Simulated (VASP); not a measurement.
Input of a VASP 6.6.1 run:

Contents of POSCAR:

```
Be2C
1.0
    0.0000000000      2.1604856385      2.1604856385
    2.1604856385      0.0000000000      2.1604856385
    2.1604856385      2.1604856385      0.0000000000
C Be
1 2
Direct
    0.0000000000      0.0000000000      0.0000000000
    0.2500000000      0.2500000000      0.2500000000
    0.7500000000      0.7500000000      0.7500000000
```

Contents of INCAR.step1:

```
ALGO = Normal
EDIFF = 1E-5
ENCUT = 660
GGA = PE
GGA_COMPAT = F
ISMEAR = 0
LASPH = T
LCHARG = F
LREAL = F
LWAVE = T
NBANDS = 11
NELM = 120
PREC = Accurate
SIGMA = 0.01
```

Contents of INCAR.step2:

```
ALGO = Normal
EDIFF = 1E-6
ENCUT = 660
GGA_COMPAT = F
ISIF = 2
ISMEAR = 0
ISTART = 1
LASPH = T
LCHARG = F
LMIXTAU = T
LREAL = F
LWAVE = F
METAGGA = R2SCAN
NBANDS = 11
NELM = 120
PREC = Accurate
SIGMA = 0.01
```

File KPOINTS:

```
k-points
0
Gamma
  8 8 8
```

Potentials or basis: VASP PAW PBE potentials, release 64 (C, Be).

Run with:

```bash
$ cat potpaw_PBE.64/C/POTCAR potpaw_PBE.64/Be/POTCAR > POTCAR
$ cp INCAR.step1 INCAR
$ mpirun -np 1 vasp_std > vasp.out
$ cp INCAR.step2 INCAR
$ mpirun -np 1 vasp_std > vasp.out
```

Q: Predict the band gap on the k mesh.

A: 1.53 eV (least direct gap 4.63 eV).

Q: Predict the pressure.

A: 0.8 GPa.

Caveat: the PAW data sets were made with another functional, which shifts forces and pressure a little. A k mesh can miss the band edges.
